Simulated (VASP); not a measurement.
Set up this calculation in VASP 6.6.1, as the native input.

```
Task                   : electric field gradients
Functional             : PBE
Potentials or basis    : VASP PAW PBE potentials, release 64 (In_d)
Cutoff                 : 400 eV
k mesh                 : 12 × 12 × 14
Occupations            : fermi-dirac, width 0.05 eV
Spin                   : no spin polarisation
Dipole correction      : no
Further INCAR settings : ALGO = Normal; EDIFF = 1e-08; NBANDS = 12; ISYM = 0
```

The structure of In lies in POSCAR:

```
In
1.0
   -1.6369195191      1.6369195191      2.4903342523
    1.6369195191     -1.6369195191      2.4903342523
    1.6369195191      1.6369195191     -2.4903342523
In
1
Direct
    0.0000000000      0.0000000000      0.0000000000
```

One way to write it, as run:

INCAR

```
PREC = Accurate
ENCUT = 400
EDIFF = 1E-8
ISMEAR = -1
SIGMA = 0.05
LREAL = False
LASPH = True
NELM = 120
ALGO = Normal
ISIF = 2
LWAVE = False
LCHARG = False
GGA = PE
LEFG = True
ISYM = 0
NBANDS = 12
GGA_COMPAT = False
```

KPOINTS

```
regular mesh
0
Gamma
  12 12 14
```

Potentials or basis: VASP PAW PBE potentials, release 64 (In_d).

The run is started by

```bash
$ cat potpaw_PBE.64/In_d/POTCAR > POTCAR
$ mpirun -np 1 vasp_std > vasp.out
```

Results of the run:

| Quantity | Value |
| --- | --- |
| Pressure | 1.1 GPa |
| Band gap on the k mesh | zero (an odd number of electrons rules out a gap without spin polarisation) |
| Largest electric field gradient by atom | In +17.6 V/Å² |

Caveat: without QUAD_EFG the Cq values of the log hold for a quadrupole moment of 1 mb, not for the nuclei; spin-orbit coupling is left out, which moves the levels of the heavy elements.

Wall time 5.5 min on 1 thread of Oxide Virtual Turin-like Processor, with other jobs on the host, peak memory 0.28 GiB.
